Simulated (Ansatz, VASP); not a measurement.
**Two plane-wave programs on ZnS**

INCAR

```
PREC = Accurate
ENCUT = 520
EDIFF = 1E-7
ISMEAR = 0
SIGMA = 0.1
LREAL = False
LASPH = True
NELM = 80
ALGO = Normal
ISIF = 2
LWAVE = False
LCHARG = False
GGA = PE
NBANDS = 46
```

Contents of KPOINTS:

```
Automatic mesh
0
Gamma
  4 2 2
```

The input POSCAR:

```
ZnS
1.0
    0.0000000000      0.0000000000      3.8621460000
    6.6301741000      0.0000000000      0.0000000000
    0.0000000000      6.6301741000      0.0000000000
Zn S
4 4
Direct
    0.0000000000      0.6751860000      0.6751860000
    0.5000000000      0.1751860000      0.8248140000
    0.5000000000      0.8248140000      0.1751860000
    0.0000000000      0.3248140000      0.3248140000
    0.5000000000      0.8142870000      0.8142870000
    0.5000000000      0.1857130000      0.1857130000
    0.0000000000      0.6857130000      0.3142870000
    0.0000000000      0.3142870000      0.6857130000
```

Input for Ansatz:

```yaml
crystal:
  lattice:
    - [0.0, 0.0, 3.862146]
    - [6.6301741, 0.0, 0.0]
    - [0.0, 6.6301741, 0.0]
  atoms:
    - { symbol: Zn, position: [0.0, 0.675186, 0.675186] }
    - { symbol: Zn, position: [0.5, 0.175186, 0.824814] }
    - { symbol: Zn, position: [0.5, 0.824814, 0.175186] }
    - { symbol: Zn, position: [0.0, 0.324814, 0.324814] }
    - { symbol: S, position: [0.5, 0.814287, 0.814287] }
    - { symbol: S, position: [0.5, 0.185713, 0.185713] }
    - { symbol: S, position: [0.0, 0.685713, 0.314287] }
    - { symbol: S, position: [0.0, 0.314287, 0.685713] }
basis:
  ecutwfc: 420
kpoints:
  mp_grid: { grid: [4, 2, 2] }
hamiltonian:
  xc: pbe
scf:
  occupations: { method: gaussian, width: 0.1 }
  lower_state_search: "off"
output:
  forces: true
  stress: true
  eigenvalues: true
```

Alike in both runs: task single point; functional PBE; k mesh 4 × 2 × 2; occupations gaussian, width 0.1 eV; no spin polarisation.

|  | VASP | Ansatz |
| --- | --- | --- |
| version | VASP 6.6.1 | Ansatz 0.2.0 |
| potentials or method | VASP PAW PBE potentials, release 64 (Zn, S), cutoff 520 eV | scalar-relativistic, plane waves, PAW |
| valence electrons in the cell | 72 | 72 |

Ansatz gave:

- gap on the k mesh at the Fermi level (eV): 2.17
- least direct gap on the mesh (eV): 2.17
- pressure (GPa): 0.0
- traceless stress, the component that is largest in VASP (GPa): 0.13
- rms of the force components (eV/Å): 0.006

Problem. Estimate VASP's values.

Solution. gap on the k mesh at the Fermi level (eV): 2.17; least direct gap on the mesh (eV): 2.17; pressure (GPa): 0.1; traceless stress, the component that is largest in VASP (GPa): 0.15; rms of the force components (eV/Å): 0.005.

Atom by atom the forces differ by 0.001 eV/Å (rms over components). The functional is the same, so the differences come from potentials, cutoffs and numerics.

The k mesh is coarse, so the values compare programs but aren't converged.
